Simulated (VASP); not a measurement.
# P (R-3m) in VASP: further runs

P is run at these levels: PBE; tasks: electric field gradients.

All numbers are computed with VASP 6.6.1; they aren't measurements. Logs are shortened: lines on timing, memory, paths and dates and some standing lists are left out, and cuts for length are marked.

**1. The cell of the first run**

Symmetry: R-3m, No. 166, trigonal system. Conventional cell: a = 3.757 Å, b = 3.757 Å, c = 9.203 Å, α = 90.00°, β = 90.00°, γ = 120.00°. P (site symmetry 3m) has 4 P at 2.23 to 2.53 Å within 3.0 Å.

**2. Electric field gradients, PBE (shortest bond scaled by 1.1)**

File INCAR:

```
PREC     = Accurate       # precision mode
ENCUT    = 520            # plane-wave cutoff, eV
EDIFF    = 1E-8           # SCF threshold, eV
ISMEAR   = -1             # smearing method
SIGMA    = 0.05           # smearing width, eV
LREAL    = False          # projectors in reciprocal space
LASPH    = True           # aspherical terms in the spheres
NELM     = 80             # most SCF steps
ALGO     = Normal         # electronic algorithm
ISIF     = 2              # what is computed and relaxed
LWAVE    = False          # write WAVECAR
LCHARG   = False          # write CHGCAR
GGA      = PE             # functional
LEFG     = True         
NBANDS   = 12             # bands
```

File KPOINTS:

```
Automatic mesh
0
Gamma
  10 10 10
```

File POSCAR:

```
P
1.0
    0.0000000000      2.6566464230      2.6566464230
    2.6566464230      0.0000000000      2.6566464230
    2.6566464230      2.6566464230      0.0000000000
P
2
Direct
   -0.0875000000     -0.1375000000     -0.1375000000
    0.0875000000      0.1375000000      0.1375000000
```

Potentials or basis: VASP PAW PBE potentials, release 64 (P).

Started as:

```sh
$ cat potpaw_PBE.64/P/POTCAR > POTCAR
$ mpirun -np 1 vasp_std > vasp.out
```

OUTCAR:

```text
PREC = Accurate
   ENCUT = 520
   EDIFF = 1E-8
   ISMEAR = -1
   LREAL = False
   LASPH = True
   NELM = 80
   ISIF = 2
   GGA = PE

 ion  position               nearest neighbor table
   1  0.913  0.862  0.862-   2 2.23   2 2.23   2 2.23   2 2.53
   2  0.087  0.138  0.138-   1 2.23   1 2.23   1 2.23   1 2.53

  LATTYP: Found a face centered cubic cell.
 ALAT       =     5.3132928460

  Lattice vectors:

 A1 = (   0.0000000000,   2.6566464230,   2.6566464230)
 A2 = (   2.6566464230,   0.0000000000,   2.6566464230)
 A3 = (   2.6566464230,   2.6566464230,   0.0000000000)

Analysis of symmetry for initial positions (statically):
=====================================================================
 Subroutine PRICEL returns:
 Original cell was already a primitive cell.

 Routine SETGRP: Setting up the symmetry group for a
 face centered cubic supercell.

 Subroutine GETGRP returns: Found 12 space group operations
 (whereof  4 operations were pure point group operations)
 out of a pool of 48 trial point group operations.

The static configuration has the point symmetry C_2h.
 The point group associated with its full space group is D_3d.

Analysis of symmetry for dynamics (positions and initial velocities):
=====================================================================
 Subroutine PRICEL returns:
 Original cell was already a primitive cell.

 Routine SETGRP: Setting up the symmetry group for a
 face centered cubic supercell.

 Subroutine GETGRP returns: Found 12 space group operations
 (whereof  4 operations were pure point group operations)
 out of a pool of 48 trial point group operations.

The dynamic configuration has the point symmetry C_2h.
 The point group associated with its full space group is D_3d.

 Subroutine INISYM returns: Found 12 space group operations
 (whereof  4 operations are pure point group operations),
 and found     1 'primitive' translations

----------------------------------------------------------------------------------------

                                     Primitive cell

  volume of cell :      37.5000

  direct lattice vectors                    reciprocal lattice vectors
     0.000000000  2.656646423  2.656646423    -0.188207206  0.188207206  0.188207206
     2.656646423  0.000000000  2.656646423     0.188207206 -0.188207206  0.188207206
     2.656646423  2.656646423  0.000000000     0.188207206  0.188207206 -0.188207206

  length of vectors
     3.757065402  3.757065402  3.757065402     0.325984443  0.325984443  0.325984443

  position of ions in fractional coordinates (direct lattice)
     0.912500000  0.862500000  0.862500000
     0.087500000  0.137500000  0.137500000

  ion indices of the primitive-cell ions
   primitive index   ion index
                 1           1
                 2           2

----------------------------------------------------------------------------------------

 KPOINTS: Automatic mesh

Automatic generation of k-mesh.
 Grid dimensions read from file:
 generate k-points for:   10   10   10

 Generating k-lattice:

  Cartesian coordinates                     Fractional coordinates (reciprocal lattice)
    -0.018820721  0.018820721  0.018820721     0.100000000  0.000000000  0.000000000
     0.018820721 -0.018820721  0.018820721     0.000000000  0.100000000  0.000000000
     0.018820721  0.018820721 -0.018820721     0.000000000  0.000000000  0.100000000

  Length of vectors
     0.032598444  0.032598444  0.032598444

  Shift w.r.t. Gamma in fractional coordinates (k-lattice)
     0.000000000  0.000000000  0.000000000

 Subroutine IBZKPT returns following result:
 ===========================================

 Found    116 irreducible k-points:

 Following reciprocal coordinates:
            Coordinates               Weight
  0.000000  0.000000  0.000000      1.000000
  0.100000  0.000000  0.000000      2.000000
  0.000000  0.100000  0.000000      6.000000
  0.200000  0.000000  0.000000      2.000000
  0.000000  0.200000  0.000000      6.000000
  0.300000  0.000000  0.000000      2.000000
[... 16 lines left out ...]
  0.000000  0.500000  0.100000     12.000000
  0.100000  0.000000  0.500000      6.000000
 [... further k-points ...]
   k-points           NKPTS =    116   k-points in BZ     NKDIM =    116   number of bands    NBANDS=     12
   number of dos      NEDOS =    301   number of ions     NIONS =      2
   total plane-waves  NPLWV =  21952
   dimension x,y,z NGX =    28 NGY =   28 NGZ =   28
   dimension x,y,z NGXF=    56 NGYF=   56 NGZF=   56
   ions per type =               2
   NGX,Y,Z   is equivalent  to a cutoff of  12.39, 12.39, 12.39 a.u.
   NGXF,Y,Z  is equivalent  to a cutoff of  24.78, 24.78, 24.78 a.u.
 SYSTEM =  unknown system
   PREC   = accura    normal or accurate (medium, high low for compatibility)
   ISTART =      0    job   : 0-new  1-cont  2-samecut
   ICHARG =      2    charge: 1-file 2-atom 10-const
   ISPIN  =      1    spin polarized calculation?
   LNONCOLLINEAR =      F non collinear calculations
   LSORBIT =      F    spin-orbit coupling
   LASPH  =      T    aspherical Exc in radial PAW
   ENCUT  =  520.0 eV  38.22 Ry    6.18 a.u.   6.99  6.99  6.99*2*pi/ulx,y,z
   NELM   =     80;   NELMIN=  2; NELMDL= -5     # of ELM steps
   EDIFF  = 0.1E-07   stopping-criterion for ELM
   LREAL  =      F    real-space projection
   EDIFFG = 0.1E-06   stopping-criterion for IOM
   NSW    =      0    number of steps for IOM
   IBRION =     -1    ionic relax: 0-MD 1-quasi-New 2-CG
   NFREE  =      0    steps in history (QN), initial steepest desc. (CG)
   ISIF   =      2    stress and relaxation
   ISYM   =      2    0-nonsym 1-usesym 2-fastsym
   POTIM  = 0.5000    time-step for ionic-motion
   TEBEG  =    0.0;   TEEND  =   0.0 temperature during run
   PSTRESS=    0.0 pullay stress
   NELECT =      10.0000    total number of electrons
   NUPDOWN=      -1.0000    fix difference up-down
   EMIN   =  10.00;   EMAX   =-10.00  energy-range for DOS
   EFERMI =   0.00;   METHOD = LEGACY
   ISMEAR =    -1;   SIGMA  =   0.05  broadening in eV -4-tet -1-fermi 0-gaus
   EFERMI_NEDOS =   21; number of points for ismear=-14 and -15
   IALGO  =     38    algorithm
   IMIX   =      4    mixing-type and parameters
     AMIX     =   0.40;   BMIX     =  1.00
     AMIX_MAG =   1.60;   BMIX_MAG =  1.00
  volume/ion in A,a.u.               =      18.75       126.53
  Fermi-wavevector in a.u.,A,eV,Ry     =   1.053734  1.991269 15.107307  1.110356
  Thomas-Fermi vector in A             =   2.188867
   LORBIT       =      0    0 simple, 1 ext, 2 COOP (PROOUT), +10 PAW based schemes
   GGA     = PE    functional components
   LHFCALC =     F    Hartree Fock is set to
   AEXX    =    0.0000 exact exchange contribution
   IVDW    =     0    specifies the selected vdW correction
   LEPSILON=     F    determine dielectric tensor
   LRPA    =     F    only Hartree local field effects (RPA)
 non-spin polarized calculation
  energy-cutoff  :      520.00
  volume of cell :       37.50
 maximum number of plane-waves:      1025
   NGX = 13   NGY = 13   NGZ = 13

 number of electron      10.0000001 magnetization

 Free energy of the ion-electron system (eV)
  ---------------------------------------------------
  ext. energy  EPLUGINS =         0.00000000
  ---------------------------------------------------
  free energy    TOTEN  =        -9.53461157 eV

  energy without entropy =       -9.52629677  energy(sigma->0) =       -9.53045417

 E-fermi :   6.9110     XC(G=0):  -9.9252

 val. band max:        6.8232434957   @ k =   0.2000   0.1000  -0.2000
 cond. band min:       6.9113262754   @ k =   0.1000  -0.3000   0.3000
 fundamental gap:      0.0880827797
 Fermi energy:         6.9110019812

 k-point     1 :       0.0000    0.0000    0.0000
  band No.  band energies     occupation
      1      -8.8694      2.00000
      2       2.9641      2.00000
      3       2.9641      2.00000
      4       4.3287      2.00000
      5       5.3321      2.00000
      6       6.0358      2.00000
      7       7.3130      0.00064
      8       7.3130      0.00064
      9      12.9793      0.00000
     10      13.7718      0.00000
     11      13.7718      0.00000
     12      16.3463      0.00000
[... 331 lines left out ...]
 k-point    24 :       0.1000    0.0000    0.5000
  band No.  band energies     occupation
      1      -6.5985      2.00000
      2      -3.8157      2.00000
      3       1.7510      2.00000
      4       2.6946      2.00000
      5       5.7632      2.00000
      6       7.3049      0.00076
      7       9.7782      0.00000
      8      13.1542      0.00000
      9      13.6844      0.00000
     10      15.2618      0.00000
     11      15.7997      0.00000
     12      16.2534      0.00000

 [... further k-points ...]

------------------------ aborting loop because EDIFF is reached ----------------------------------------

  FORCE on cell =-STRESS in cart. coord.  units (eV):
  Direction    XX          YY          ZZ          XY          YZ          ZX
  --------------------------------------------------------------------------------------
  -------------------------------------------------------------------------------------
  Total        1.2700268      1.2700268      1.2700268      0.4084988     -0.4084988      0.4084988
  in kB       54.2615527     54.2615527     54.2615527     17.4529993    -17.4529993     17.4529993
  external PRESSURE =      54.2615527 kB  Pullay stress =       0.0000000 kB

 VOLUME and BASIS-vectors are now :
 -----------------------------------------------------------------------------
  energy-cutoff  :      520.00
  volume of cell :       37.50
      direct lattice vectors                 reciprocal lattice vectors
     0.000000000  2.656646423  2.656646423    -0.188207206  0.188207206  0.188207206
     2.656646423  0.000000000  2.656646423     0.188207206 -0.188207206  0.188207206
     2.656646423  2.656646423  0.000000000     0.188207206  0.188207206 -0.188207206

 POSITION                                       TOTAL-FORCE (eV/Angst)
 -----------------------------------------------------------------------------------
      4.58272      4.71555      4.71555         0.353981     -0.353981     -0.353981
      0.73058      0.59775      0.59775        -0.353981      0.353981      0.353981
 -----------------------------------------------------------------------------------
    total drift:                               -0.000000      0.000000      0.000000

  FREE ENERGIE OF THE ION-ELECTRON SYSTEM (eV)
  ---------------------------------------------------
  free  energy   TOTEN  =        -9.5346115702 eV

  energy  without entropy=       -9.5262967718  energy(sigma->0) =       -9.53045417

 Electric field gradients (V/A^2)
---------------------------------------------------------------------
 ion       V_xx      V_yy      V_zz      V_xy      V_xz      V_yz
---------------------------------------------------------------------
   1       0.000    -0.000    -0.000    11.523    11.523   -11.523
   2       0.000    -0.000    -0.000    11.523    11.523   -11.523
---------------------------------------------------------------------

 Electric field gradients after diagonalization (V/A^2)
 (convention: |V_zz| > |V_xx| > |V_yy|)
----------------------------------------------------------------------
 ion       V_xx      V_yy      V_zz     asymmetry (V_yy - V_xx)/ V_zz
----------------------------------------------------------------------
   1      11.523    11.523   -23.046       0.000
   2      11.523    11.523   -23.046       0.000
----------------------------------------------------------------------

           NMR quadrupolar parameters

 Cq : quadrupolar parameter    Cq=e*Q*V_zz/h
 eta: asymmetry parameters     (V_yy - V_xx)/ V_zz
 Q  : nuclear electric quadrupole moment in mb (millibarn)
----------------------------------------------------------------------
 ion       Cq(MHz)       eta       Q (mb)
----------------------------------------------------------------------
   1      -0.056       0.000       1.000
   2      -0.056       0.000       1.000
----------------------------------------------------------------------
```

Run time: 64 s. Hardware: 1 thread of AMD EPYC 7R13, shared host; peak memory 0.14 GiB.

What came out:

* Free energy: -9.5346 eV
* Pressure: 5.4 GPa
* Largest force: 0.613 eV/Å
* Band gap on the k mesh: zero (bands 5 and 6 overlap by 1.93 eV)
* Largest electric field gradient by atom: P -23.0 V/Å²

Forces on the atoms (eV/Å):
```
P    0.354 -0.354 -0.354
P   -0.354  0.354  0.354
```

Electric field gradients, principal values (V/Å²):
```csv
atom,least,middle,greatest (by size)
1 P,11.523,11.523,-23.046
2 P,11.523,11.523,-23.046
```

Caveat: the cell differs from its parent crystal (shortest bond scaled by 1.1); the cell stands under pressure; without QUAD_EFG the Cq values of the log hold for a quadrupole moment of 1 mb, not for the nuclei.

(Part 1 of 3 ends here.)
